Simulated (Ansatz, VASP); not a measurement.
**One calculation of AlGa3P4, two programs**

File INCAR:

```
SYSTEM = AlGa3P4
ALGO     = Normal         ! electronic algorithm
EDIFF    = 1E-6           ! SCF threshold, eV
ENCUT    = 520            ! plane-wave cutoff, eV
GGA      = PE             ! functional
ISIF     = 2              ! what is computed and relaxed
ISMEAR   = 0              ! smearing method
LASPH    = .TRUE.         ! aspherical terms in the spheres
LCHARG   = .FALSE.        ! write CHGCAR
LREAL    = .FALSE.        ! projectors in reciprocal space
LWAVE    = .FALSE.        ! write WAVECAR
NBANDS   = 41             ! bands
NELM     = 80             ! most SCF steps
PREC     = Accurate       ! precision mode
SIGMA    = 0.01           ! smearing width, eV
```

The input KPOINTS:

```
k-points
0
G
  6 4 4
  0 0 0
```

File POSCAR:

```
AlGa3P4
1.0
    3.8623011276      0.0000000000      0.0000000000
    0.0000000000      3.8602667611      5.4550963311
    0.0000000000     -3.8602667611      5.4550963311
Al Ga P
1 3 4
Direct
    0.0000000000      0.0002908353      0.0002908353
    0.5000000000      0.0001822130      0.4998444587
    0.5000000000      0.4998444587      0.0001822130
    0.0000000000      0.4998093644      0.4998093644
    0.5000000000      0.1249603748      0.1249603748
    0.0000000000      0.1248942269      0.6250830407
    0.0000000000      0.6250830407      0.1248942269
    0.5000000000      0.6249354864      0.6249354864
```

Input for Ansatz:

```yaml
crystal:
  lattice:
    - [3.8623011276, 0.0, 0.0]
    - [0.0, 3.8602667611, 5.4550963311]
    - [0.0, -3.8602667611, 5.4550963311]
  atoms:
    - { symbol: Al, position: [0.0, 0.0002908353, 0.0002908353] }
    - { symbol: Ga, position: [0.5, 0.000182213, 0.4998444587] }
    - { symbol: Ga, position: [0.5, 0.4998444587, 0.000182213] }
    - { symbol: Ga, position: [0.0, 0.4998093644, 0.4998093644] }
    - { symbol: P, position: [0.5, 0.1249603748, 0.1249603748] }
    - { symbol: P, position: [0.0, 0.1248942269, 0.6250830407] }
    - { symbol: P, position: [0.0, 0.6250830407, 0.1248942269] }
    - { symbol: P, position: [0.5, 0.6249354864, 0.6249354864] }
kpoints:
  mp_grid: { grid: [6, 4, 4] }
  band_path:
    path:
      - [0.0, 0.0, 0.0]
      - [0.0, 0.5, 0.5]
      - [0.0, 0.6248099552, 0.3751900448]
      - [0.0, 0.3751900448, -0.3751900448]
      - [0.5, 0.0, 0.0]
      - [0.5, 0.3751900448, -0.3751900448]
      - [0.5, 0.6248099552, 0.3751900448]
      - [0.5, 0.5, 0.5]
      - [0.0, 0.5, 0.0]
    npoints: 1
hamiltonian:
  xc: pbe
scf:
  occupations: { method: fixed }
  n_extra_bands: 6
output:
  forces: true
  stress: true
  eigenvalues: true
```

Alike in both runs: task single point; functional PBE; k mesh 6 × 4 × 4; no spin polarisation.

|  | VASP | Ansatz |
| --- | --- | --- |
| version | VASP 6.6.1 | Ansatz 0.2.0 |
| potentials or method | VASP PAW PBE potentials, release 64 (Al, Ga_d, P) | plane waves, PAW |
| plane-wave cutoff (eV) | 520 | 420 |
| occupations | gaussian, width 0.01 eV | fixed |
| valence electrons in the cell | 62 | 62 |

```csv
,VASP,Ansatz,Ansatz less VASP
gap on the k mesh at the Fermi level (eV),1.57,1.57,+0.001
pressure (GPa),2.1,2.2,+0.05
rms of the force components (eV/Å),0.025,0.023,-0.0015
```

Atom by atom the forces differ by 0.002 eV/Å (rms over components).
